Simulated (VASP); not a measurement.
# Nb (Im-3m) in VASP: notebook

Runs on Nb. Level: PBEsol. Tasks: single point, relaxation of cell and atoms.

Everything below comes from runs of VASP 6.6.1. Logs are shortened: lines on timing, memory, paths and dates and some standing lists are left out, and cuts for length are marked.

**1. The cell of the first run**

It takes space group Im-3m (No. 229, cubic). The conventional cell has a = 3.274 Å, b = 3.274 Å, c = 3.274 Å, α = 90.00°, β = 90.00°, γ = 90.00°. Nb (site symmetry m-3m) has 14 Nb at 2.84 to 3.27 Å within 3.7 Å.

**2. Single point, PBEsol**

File INCAR:

```
SYSTEM = Nb
PREC = Accurate ; ENCUT = 500
EDIFF = 1E-6 ; ISMEAR = 0
SIGMA = 0.05 ; LREAL = .FALSE.
LASPH = .TRUE. ; NELM = 120
ALGO = Normal ; ISIF = 2
LWAVE = .FALSE. ; LCHARG = .FALSE.
GGA = PS ; NBANDS = 12
GGA_COMPAT = .FALSE.
```

File KPOINTS:

```
Automatic mesh
0
G
  10 10 10
  0 0 0
```

File POSCAR:

```
Nb
1.0
   -1.6368821074      1.6368821074      1.6368821074
    1.6368821074     -1.6368821074      1.6368821074
    1.6368821074      1.6368821074     -1.6368821074
Nb
1
Direct
    0.0000000000      0.0000000000      0.0000000000
```

Potentials or basis: VASP PAW PBE potentials, release 64 (Nb_sv).

Started as:

```console
$ cat potpaw_PBE.64/Nb_sv/POTCAR > POTCAR
$ mpirun -np 1 vasp_std > vasp.out
```

OUTCAR:

```text
SYSTEM = Nb
   PREC = Accurate
   ENCUT = 500
   EDIFF = 1E-6
   ISMEAR = 0
   LREAL = .FALSE.
   LASPH = .TRUE.
   NELM = 120
   ISIF = 2
   GGA = PS

 ion  position               nearest neighbor table
   1  0.000  0.000  0.000-

  LATTYP: Found a body centered cubic cell.
 ALAT       =     3.2737642148

  Lattice vectors:

 A1 = (  -1.6368821074,   1.6368821074,   1.6368821074)
 A2 = (   1.6368821074,  -1.6368821074,   1.6368821074)
 A3 = (   1.6368821074,   1.6368821074,  -1.6368821074)

Analysis of symmetry for initial positions (statically):
=====================================================================
 Subroutine PRICEL returns:
 Original cell was already a primitive cell.

 Routine SETGRP: Setting up the symmetry group for a
 body centered cubic supercell.

 Subroutine GETGRP returns: Found 48 space group operations
 (whereof 48 operations were pure point group operations)
 out of a pool of 48 trial point group operations.

The static configuration has the point symmetry O_h .

Analysis of symmetry for dynamics (positions and initial velocities):
=====================================================================
 Subroutine PRICEL returns:
 Original cell was already a primitive cell.

 Routine SETGRP: Setting up the symmetry group for a
 body centered cubic supercell.

 Subroutine GETGRP returns: Found 48 space group operations
 (whereof 48 operations were pure point group operations)
 out of a pool of 48 trial point group operations.

The dynamic configuration has the point symmetry O_h .

 Subroutine INISYM returns: Found 48 space group operations
 (whereof 48 operations are pure point group operations),
 and found     1 'primitive' translations

----------------------------------------------------------------------------------------

                                     Primitive cell

  volume of cell :      17.5433

  direct lattice vectors                    reciprocal lattice vectors
    -1.636882107  1.636882107  1.636882107     0.000000000  0.305458773  0.305458773
     1.636882107 -1.636882107  1.636882107     0.305458773  0.000000000  0.305458773
     1.636882107  1.636882107 -1.636882107     0.305458773  0.305458773  0.000000000

  length of vectors
     2.835162976  2.835162976  2.835162976     0.431983939  0.431983939  0.431983939

  position of ions in fractional coordinates (direct lattice)
     0.000000000  0.000000000  0.000000000

  ion indices of the primitive-cell ions
   primitive index   ion index
                 1           1

----------------------------------------------------------------------------------------

 KPOINTS: Automatic mesh

Automatic generation of k-mesh.
 Grid dimensions read from file:
 generate k-points for:   10   10   10

 Generating k-lattice:

  Cartesian coordinates                     Fractional coordinates (reciprocal lattice)
     0.000000000  0.030545877  0.030545877     0.100000000  0.000000000  0.000000000
     0.030545877  0.000000000  0.030545877     0.000000000  0.100000000  0.000000000
     0.030545877  0.030545877  0.000000000     0.000000000  0.000000000  0.100000000

  Length of vectors
     0.043198394  0.043198394  0.043198394

  Shift w.r.t. Gamma in fractional coordinates (k-lattice)
     0.000000000  0.000000000  0.000000000

 Subroutine IBZKPT returns following result:
 ===========================================

 Found     47 irreducible k-points:

 Following reciprocal coordinates:
            Coordinates               Weight
  0.000000  0.000000  0.000000      1.000000
  0.100000  0.000000  0.000000     12.000000
  0.200000  0.000000  0.000000     12.000000
  0.300000  0.000000  0.000000     12.000000
  0.400000  0.000000  0.000000     12.000000
  0.500000  0.000000  0.000000      6.000000
[... 16 lines left out ...]
  0.300000  0.300000  0.100000      8.000000
 -0.300000  0.300000  0.100000     24.000000
 [... further k-points ...]
   k-points           NKPTS =     47   k-points in BZ     NKDIM =     47   number of bands    NBANDS=     12
   number of dos      NEDOS =    301   number of ions     NIONS =      1
   total plane-waves  NPLWV =  13824
   dimension x,y,z NGX =    24 NGY =   24 NGZ =   24
   dimension x,y,z NGXF=    48 NGYF=   48 NGZF=   48
   ions per type =               1
   NGX,Y,Z   is equivalent  to a cutoff of  14.07, 14.07, 14.07 a.u.
   NGXF,Y,Z  is equivalent  to a cutoff of  28.15, 28.15, 28.15 a.u.
 SYSTEM =  Nb
   PREC   = accura    normal or accurate (medium, high low for compatibility)
   ISTART =      0    job   : 0-new  1-cont  2-samecut
   ICHARG =      2    charge: 1-file 2-atom 10-const
   ISPIN  =      1    spin polarized calculation?
   LNONCOLLINEAR =      F non collinear calculations
   LSORBIT =      F    spin-orbit coupling
   LASPH  =      T    aspherical Exc in radial PAW
   ENCUT  =  500.0 eV  36.75 Ry    6.06 a.u.   5.17  5.17  5.17*2*pi/ulx,y,z
   NELM   =    120;   NELMIN=  2; NELMDL= -5     # of ELM steps
   EDIFF  = 0.1E-05   stopping-criterion for ELM
   LREAL  =      F    real-space projection
   EDIFFG = 0.1E-04   stopping-criterion for IOM
   NSW    =      0    number of steps for IOM
   IBRION =     -1    ionic relax: 0-MD 1-quasi-New 2-CG
   NFREE  =      0    steps in history (QN), initial steepest desc. (CG)
   ISIF   =      2    stress and relaxation
   ISYM   =      2    0-nonsym 1-usesym 2-fastsym
   POTIM  = 0.5000    time-step for ionic-motion
   TEBEG  =    0.0;   TEEND  =   0.0 temperature during run
   PSTRESS=    0.0 pullay stress
   NELECT =      13.0000    total number of electrons
   NUPDOWN=      -1.0000    fix difference up-down
   EMIN   =  10.00;   EMAX   =-10.00  energy-range for DOS
   EFERMI =   0.00;   METHOD = LEGACY
   ISMEAR =     0;   SIGMA  =   0.05  broadening in eV -4-tet -1-fermi 0-gaus
   EFERMI_NEDOS =   21; number of points for ismear=-14 and -15
   IALGO  =     38    algorithm
   IMIX   =      4    mixing-type and parameters
     AMIX     =   0.40;   BMIX     =  1.00
     AMIX_MAG =   1.60;   BMIX_MAG =  1.00
  volume/ion in A,a.u.               =      17.54       118.39
  Fermi-wavevector in a.u.,A,eV,Ry     =   1.481444  2.799523 29.860381  2.194676
  Thomas-Fermi vector in A             =   2.595353
   LORBIT       =      0    0 simple, 1 ext, 2 COOP (PROOUT), +10 PAW based schemes
   GGA     = PS    functional components
   LHFCALC =     F    Hartree Fock is set to
   AEXX    =    0.0000 exact exchange contribution
   IVDW    =     0    specifies the selected vdW correction
   LEPSILON=     F    determine dielectric tensor
   LRPA    =     F    only Hartree local field effects (RPA)
 non-spin polarized calculation
 Gauss-broadening in eV      SIGMA  =   0.05
  energy-cutoff  :      500.00
  volume of cell :       17.54
 maximum number of plane-waves:       466
 NGX is ok and might be reduce to    24
   NGX = 11   NGY = 11   NGZ = 11

 number of electron      13.0000001 magnetization

 Free energy of the ion-electron system (eV)
  ---------------------------------------------------
  ext. energy  EPLUGINS =         0.00000000
  ---------------------------------------------------
  free energy    TOTEN  =       -10.92839491 eV

  energy without entropy =      -10.92627660  energy(sigma->0) =      -10.92733575

 E-fermi :  11.4199     XC(G=0): -12.7663

 val. band max:       11.3843687267   @ k =   0.3000   0.2000   0.1000
 cond. band min:      11.4431025806   @ k =  -0.2000   0.2000   0.1000
 fundamental gap:      0.0587338539
 Fermi energy:        11.4198525709

 k-point     1 :       0.0000    0.0000    0.0000
  band No.  band energies     occupation
      1     -42.8147      2.00000
      2     -18.0716      2.00000
      3     -18.0716      2.00000
      4     -18.0716      2.00000
      5       5.3985      2.00000
      6      11.7764      0.00000
      7      11.7764      0.00000
      8      11.7764      0.00000
      9      14.7759      0.00000
     10      14.7759      0.00000
     11      25.7002      0.00000
     12      25.7002      0.00000

 k-point     2 :       0.1000    0.0000    0.0000
  band No.  band energies     occupation
      1     -42.7890      2.00000
      2     -18.2248      2.00000
      3     -18.1179      2.00000
      4     -18.0730      2.00000
      5       5.8169      2.00000
      6      11.5198      0.00469
      7      11.6998      0.00000
      8      12.1846      0.00000
      9      14.4215      0.00000
     10      14.7789      0.00000
     11      26.0295      0.00000
     12      26.4284      0.00000

 k-point     3 :       0.2000    0.0000    0.0000
  band No.  band energies     occupation
      1     -42.7211      2.00000
      2     -18.6132      2.00000
      3     -18.2372      2.00000
      4     -18.0768      2.00000
      5       6.8545      2.00000
      6      10.9210      2.00000
      7      11.3821      1.71498
      8      13.3591      0.00000
      9      14.1459      0.00000
     10      14.8462      0.00000
     11      26.3171      0.00000
     12      27.9328      0.00000
[... 286 lines left out ...]
 k-point    23 :       0.3000    0.3000    0.1000
  band No.  band energies     occupation
      1     -42.5163      2.00000
      2     -19.0257      2.00000
      3     -19.0257      2.00000
      4     -18.3986      2.00000
      5       9.2903      2.00000
      6      10.6739      2.00000
      7      10.6739      2.00000
      8      15.4968      0.00000
      9      15.4968      0.00000
     10      21.4637      0.00000
     11      22.8524      0.00000
     12      22.8524      0.00000

 k-point    24 :      -0.3000    0.3000    0.1000
  band No.  band energies     occupation
      1     -42.6151      2.00000
      2     -19.0495      2.00000
      3     -18.4330      2.00000
      4     -18.1914      2.00000
      5       8.0580      2.00000
      6      10.6902      2.00000
      7      11.1227      2.00000
      8      13.5584      0.00000
      9      14.9870      0.00000
     10      15.7728      0.00000
     11      25.4436      0.00000
     12      27.4539      0.00000

 [... further k-points ...]
[... 5 lines left out ...]
  --------------------------------------------------------------------------------------
  -------------------------------------------------------------------------------------
  Total       -0.0389479     -0.0389479     -0.0389479      0.0000000      0.0000000     -0.0000000
  in kB       -3.5569909     -3.5569909     -3.5569909      0.0000000      0.0000000     -0.0000000
  external PRESSURE =      -3.5569909 kB  Pullay stress =       0.0000000 kB

 VOLUME and BASIS-vectors are now :
 -----------------------------------------------------------------------------
  energy-cutoff  :      500.00
  volume of cell :       17.54
      direct lattice vectors                 reciprocal lattice vectors
    -1.636882107  1.636882107  1.636882107     0.000000000  0.305458773  0.305458773
     1.636882107 -1.636882107  1.636882107     0.305458773  0.000000000  0.305458773
     1.636882107  1.636882107 -1.636882107     0.305458773  0.305458773  0.000000000

 POSITION                                       TOTAL-FORCE (eV/Angst)
 -----------------------------------------------------------------------------------
      0.00000      0.00000      0.00000        -0.000000      0.000000     -0.000000
 -----------------------------------------------------------------------------------
    total drift:                                0.000000      0.000000      0.000000

  FREE ENERGIE OF THE ION-ELECTRON SYSTEM (eV)
  ---------------------------------------------------
  free  energy   TOTEN  =       -10.9283949053 eV

  energy  without entropy=      -10.9262766024  energy(sigma->0) =      -10.92733575
```

It took 14 s on 1 thread of Intel Xeon Platinum 8375C at 2.90GHz (Ice Lake), shared host; peak memory 0.14 GiB.

What came out:

```yaml
Free_energy: -10.9284 eV
Pressure: -0.4 GPa
Band_gap_on_the_k_mesh: zero (an odd number of electrons rules out a gap without spin polarisation)
```

Caveat: the PAW data sets were made with another functional, which shifts forces and pressure a little.

**3. Relaxation of cell and atoms, PBEsol**

This run uses another cell than the first one, of 18.43 Å³/atom.

File INCAR:

```
PREC     = Accurate       # precision mode
ENCUT    = 500            # plane-wave cutoff, eV
EDIFF    = 1E-7           # SCF threshold, eV
ISMEAR   = 0              # smearing method
SIGMA    = 0.05           # smearing width, eV
LREAL    = F              # projectors in reciprocal space
LASPH    = T              # aspherical terms in the spheres
NELM     = 120            # most SCF steps
ALGO     = Normal         # electronic algorithm
ISIF     = 3              # what is computed and relaxed
LWAVE    = F              # write WAVECAR
LCHARG   = F              # write CHGCAR
GGA      = PS             # functional
IBRION   = 2              # ionic algorithm
NSW      = 80             # ionic steps
EDIFFG   = -0.03          # ionic threshold
GGA_COMPAT= F            
NELMIN   = 4
```

File KPOINTS:

```
Automatic mesh
0
Gamma
  10 10 10
```

File POSCAR:

```
Nb
1.0
   -1.6639500000      1.6639500000      1.6639500000
    1.6639500000     -1.6639500000      1.6639500000
    1.6639500000      1.6639500000     -1.6639500000
Nb
1
Direct
    0.0000000000      0.0000000000      0.0000000000
```

Potentials or basis: VASP PAW PBE potentials, release 64 (Nb_sv).

Started as:

```console
$ cat potpaw_PBE.64/Nb_sv/POTCAR > POTCAR
$ mpirun -np 1 vasp_std > vasp.out
```

It took 38 s on 1 thread of Intel Xeon Platinum 8375C at 2.90GHz (Ice Lake), shared host; peak memory 0.15 GiB.

It converged, with:

```
Free energy                           : -10.9294 eV
Relaxed volume                        : 17.53 Å³/atom
Relaxed cell                          : a = 2.834 Å, b = 2.834 Å, c = 2.834 Å, α = 109.47°, β = 109.47°, γ = 109.47°
Space group after relaxing (to 0.1 Å) : Im-3m (No. 229)
Energy gained by relaxing             : 24.9 meV/atom
Ionic steps                           : 3
Pressure after relaxing               : -0.1 GPa
Band gap on the k mesh                : zero (an odd number of electrons rules out a gap without spin polarisation)
```

Step by step:
| step | energy change (eV) | largest force (eV/Å) | pressure (GPa) | volume (Å³) |
| --- | --- | --- | --- | --- |
| 1 | 0.0000 | 0.0000 | -8.51 | 18.43 |
| 2 | 0.0572 | 0.0000 | 17.67 | 15.94 |
| 3 | -0.0249 | 0.0000 | -0.13 | 17.53 |

Final structure:
```
Nb
1.0
    -1.63639    1.63639    1.63639
     1.63639   -1.63639    1.63639
     1.63639    1.63639   -1.63639
Nb
1
Direct
  0.00000 0.00000 0.00000
```

Levels at points of the mesh, in eV from the Fermi level:
| k point | band 3 | band 4 | band 5 | band 6 | band 7 | band 8 | band 9 | band 10 |
| --- | --- | --- | --- | --- | --- | --- | --- | --- |
| (0.00, 0.00, 0.00) | -29.49 | -29.49 | -6.02 | 0.36 | 0.36 | 0.36 | 3.36 | 3.36 |
| (0.50, 0.00, 0.00) | -29.96 | -29.50 | -3.86 | -1.75 | 2.42 | 3.41 | 4.12 | 6.64 |
| (0.50, 0.50, 0.50) | -30.50 | -30.50 | -3.90 | -3.90 | 5.83 | 5.83 | 5.83 | 9.28 |

Caveat: the PAW data sets were made with another functional, which shifts forces and pressure a little.

The gap in the log of VASP goes by the Fermi energy; the results here count the filled bands.